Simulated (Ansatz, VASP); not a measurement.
**One calculation of CdSe, two programs**

```
CELL_PARAMETERS angstrom
4.29850 0.00000 0.00000
-2.14925 3.72261 0.00000
0.00000 0.00000 6.66444
ATOMIC_POSITIONS crystal
Cd 0.66667 0.33333 0.00000
Cd 0.33333 0.66667 0.50000
Se 0.66667 0.33333 0.37500
Se 0.33333 0.66667 0.87500
```

Change from the starting cell: strain +0.000 along x and y, -0.050 along z, atoms carried along.

Alike in both runs: task single point; functional r2SCAN; k mesh 6 × 6 × 4; occupations gaussian, width 0.05 eV; no spin polarisation.

|  | VASP | Ansatz |
| --- | --- | --- |
| version | VASP 6.6.1 | Ansatz 0.2.0 |
| potentials or method | VASP PAW PBE potentials, release 64 (Cd, Se), cutoff 520 eV | scalar-relativistic, plane waves, PAW |
| valence electrons in the cell | 36 | 72 |

Ansatz gave:

```
gap on the k mesh at the Fermi level (eV)                     : 1.29
least direct gap on the mesh (eV)                             : 1.29
pressure (GPa)                                                : 5.2
traceless stress, the component that is largest in VASP (GPa) : 4.60
rms of the force components (eV/Å)                            : 0.372
```

Problem. What did VASP give for the same quantities?

Solution. gap on the k mesh at the Fermi level (eV): 1.28; least direct gap on the mesh (eV): 1.28; pressure (GPa): 5.6; traceless stress, the component that is largest in VASP (GPa): 4.71; rms of the force components (eV/Å): 0.382.

VASP's potentials were made for PBE, not for r2SCAN. Atom by atom the forces differ by 0.009 eV/Å (rms over components). VASP's potentials hold 36 valence electrons a cell and Ansatz's 72, so a difference there can come from the potentials and not from the codes.
